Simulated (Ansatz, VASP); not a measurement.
Au in VASP and in Ansatz

INCAR

```
PREC     = Accurate       # precision mode
ENCUT    = 400            # plane-wave cutoff, eV
EDIFF    = 1E-8           # SCF threshold, eV
ISMEAR   = -1             # smearing method
SIGMA    = 0.03           # smearing width, eV
LREAL    = F              # projectors in reciprocal space
LASPH    = T              # aspherical terms in the spheres
NELM     = 120            # most SCF steps
ALGO     = Normal         # electronic algorithm
ISIF     = 2              # what is computed and relaxed
LWAVE    = F              # write WAVECAR
LCHARG   = F              # write CHGCAR
GGA      = PE             # functional
LEFG     = T            
NBANDS   = 26             # bands
GGA_COMPAT= F
```

Contents of KPOINTS:

```
regular mesh
0
Gamma
  14 14 8
```

POSCAR

```
Au
1.0
    2.8999984104      0.0000000000      0.0000000000
   -1.4499992052      2.5114722944      0.0000000000
    0.0000000000      0.0000000000      4.8800000000
Au
2
Direct
    0.3333333333      0.6666666667      0.7500000000
    0.6666666667      0.3333333333      0.2500000000
```

Input for Ansatz:

```yaml
crystal:
  lattice:
    - [2.8999984104, 0.0, 0.0]
    - [-1.4499992052, 2.5114722944, 0.0]
    - [0.0, 0.0, 4.88]
  atoms:
    - { symbol: Au, position: [0.3333333333, 0.6666666667, 0.75] }
    - { symbol: Au, position: [0.6666666667, 0.3333333333, 0.25] }
kpoints:
  mp_grid: { grid: [14, 14, 8] }
  band_path:
    path:
      - [0.0, 0.0, 0.0]
      - [0.5, 0.0, 0.0]
      - [0.3333333333, 0.3333333333, 0.0]
      - [0.0, 0.0, 0.0]
      - [0.0, 0.0, 0.5]
      - [0.5, 0.0, 0.5]
      - [0.3333333333, 0.3333333333, 0.5]
      - [0.0, 0.0, 0.5]
      - [0.5, 0.0, 0.5]
    npoints: 8
scf:
  occupations: { method: fermi_dirac, width: 0.03 }
hamiltonian:
  xc: pbe
  pseudopotentials: { kind: paw }
output:
  forces: true
  stress: true
  eigenvalues: true
  efg: { contact_densities: true }
  populations: true
  bader: true
  dos: { projected: true, de: 0.2, e_range: [-14, 8] }
```

Alike in both runs: task electric field gradients; functional PBE; k mesh 14 × 14 × 8; occupations fermi-dirac, width 0.03 eV; no spin polarisation.

```csv
,VASP,Ansatz
version,VASP 6.6.1,Ansatz 0.2.0
potentials or method,"VASP PAW PBE potentials, release 64 (Au_sv_GW)","PAW with Ansatz's default frozen-core files, scalar-relativistic"
plane-wave cutoff (eV),400,420
valence electrons in the cell,38,38
```

```csv
,VASP,Ansatz,Ansatz less VASP
size of Vzz on the site where it differs most (V/Å²),15.6,10.8,-4.85
```

With one functional, cell and mesh, what is left measures potentials, basis and numerics.

Neither program's run includes spin-orbit coupling.
